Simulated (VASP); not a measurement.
A run of VASP 6.6.1:

File INCAR:

```
  ALGO = Normal
  EDIFF = 1E-7
  ENCUT = 520
  GGA = PE
  ISIF = 2
  ISMEAR = 0
  LASPH = T
  LCHARG = F
  LREAL = F
  LWAVE = F
  NBANDS = 25
  NELM = 100
  PREC = Accurate
  SIGMA = 0.1
```

File KPOINTS:

```
k-points
0
Gamma
  4 4 4
```

POSCAR

```
Sb2S
1.0
    5.6649594400      0.0000000000      0.0000000000
    0.0000000000      5.6649594400      0.0000000000
    0.0000000000      0.0000000000      5.6649594400
Sb S
4 2
Direct
    0.7500000000      0.7500000000      0.7500000000
    0.2500000000      0.2500000000      0.7500000000
    0.2500000000      0.7500000000      0.2500000000
    0.7500000000      0.2500000000      0.2500000000
    0.0000000000      0.0000000000      0.0000000000
    0.5000000000      0.5000000000      0.5000000000
```

Potentials or basis: VASP PAW PBE potentials, release 64 (Sb, S).

Launch:

```console
$ cat potpaw_PBE.64/Sb/POTCAR potpaw_PBE.64/S/POTCAR > POTCAR
$ mpirun -np 1 vasp_std > vasp.out
```

Hardware: 1 thread of AMD EPYC 7R13, on a shared host.

How long does it take, and how much memory?

Run time: 2.2 min on 1 thread of AMD EPYC 7R13 (shared host), peak memory 0.21 GiB. Counts: scf iterations 15, k points 10.
